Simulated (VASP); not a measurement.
Li2Si4P, 7 atoms in the cell. The structure is hexagonal, space group P6/mmm (No. 191). Conventional cell: a = 5.526 Å, b = 5.526 Å, c = 4.406 Å, α = 90.00°, β = 90.00°, γ = 120.00°. Within 2.1 Å of Li (site symmetry -6m2) lie 3 Si at 1.60 Å. Si (site symmetry mmm) has 2 Li at 1.60 Å within 2.1 Å. Within 2.9 Å of Si (site symmetry 6/mmm) lie 2 P at 2.20 Å and 6 Si at 2.76 Å. P (site symmetry 6/mmm) has 2 Si at 2.20 Å within 2.9 Å. The cell was built from a structure type or drawn by symmetry, and may not be a known phase.

| Quantity | Value |
| --- | --- |
| Program | VASP 6.6.1 |
| Task | relaxation of cell and atoms |
| Functional | PBE |
| Potentials or basis | VASP PAW PBE potentials, release 64 (Li_sv, Si, P) |
| Cutoff | 600 eV |
| k mesh | 6 × 6 × 4 |
| Occupations | gaussian, width 0.1 eV |
| Spin | no spin polarisation |
| Dipole correction | no |
| Further INCAR settings | ALGO = Fast; EDIFF = 1e-07; IBRION = 2; EDIFFG = -0.04; NSW = 90; ISIF = 3 |

Potentials or basis: VASP PAW PBE potentials, release 64 (Li_sv, Si, P).

Run with:

```sh
$ cat potpaw_PBE.64/Li_sv/POTCAR potpaw_PBE.64/Si/POTCAR potpaw_PBE.64/P/POTCAR > POTCAR
$ mpirun -np 1 vasp_std > vasp.out
```

Hardware: 1 thread of Intel(R) Xeon(R) Platinum 8559C (Emerald Rapids), with other jobs on the host.

Problem. How long does it take, and how much memory?

Solution. It took 32 min on 1 thread of Intel(R) Xeon(R) Platinum 8559C (Emerald Rapids), on a shared host, peak memory 0.33 GiB. Counts: scf iterations 1053, k points 21, ion steps 15.
